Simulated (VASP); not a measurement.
Set up this calculation in VASP 6.6.1, as the native input.

* Task: single point
* Functional: PBEsol
* Potentials or basis: VASP PAW PBE potentials, release 64 (Te, Bi_d)
* Cutoff: 520 eV
* k mesh: 9 × 9 × 1
* Occupations: gaussian, width 0.05 eV
* Spin: no spin polarisation
* Dipole correction: yes
* Further INCAR settings: ALGO = Normal; EDIFF = 1e-06; NBANDS = 36

The structure of BiTe2 lies in POSCAR:

```
BiTe2
1.0
    4.3808388080      0.0000000000      0.0000000000
   -2.1904194040      3.7939176976      0.0000000000
    0.0000000000      0.0000000000     25.1077656495
Te Bi
4 2
Direct
    0.6666666667      0.3333333333      0.2987123627
    0.3333333333      0.6666666667      0.4476575435
    0.6666666667      0.3333333333      0.5523424565
    0.3333333333      0.6666666667      0.7012876373
    0.0000000000      0.0000000000      0.3790161249
    0.0000000000      0.0000000000      0.6209838751
```

One way to write it, as run:

INCAR

```
ALGO = Normal ; DIPOL = 0.5 0.5 0.500
EDIFF = 1E-6 ; ENCUT = 520
GGA = PS ; IDIPOL = 3
ISIF = 2 ; ISMEAR = 0
LASPH = T ; LCHARG = F
LDIPOL = T ; LREAL = F
LWAVE = F ; NBANDS = 36
NELM = 100 ; PREC = Accurate
SIGMA = 0.05
```

KPOINTS

```
k-points
0
Gamma
  9 9 1
```

Potentials or basis: VASP PAW PBE potentials, release 64 (Te, Bi_d).

The run is started by

```sh
$ cat potpaw_PBE.64/Te/POTCAR potpaw_PBE.64/Bi_d/POTCAR > POTCAR
$ mpirun -np 1 vasp_std > vasp.out
```

It gave:

```yaml
Largest_force: 1.075 eV/Å
Band_gap_on_the_k_mesh: zero (bands 27 and 28 overlap by 0.29 eV)
```

Caveat: the PAW data sets were made with another functional, which shifts forces and pressure a little; spin-orbit coupling is left out, which moves the levels of the heavy elements.

Wall time 2.7 min on 1 thread of Intel(R) Xeon(R) 6975P-C (Granite Rapids), on a shared host, peak memory 0.59 GiB.
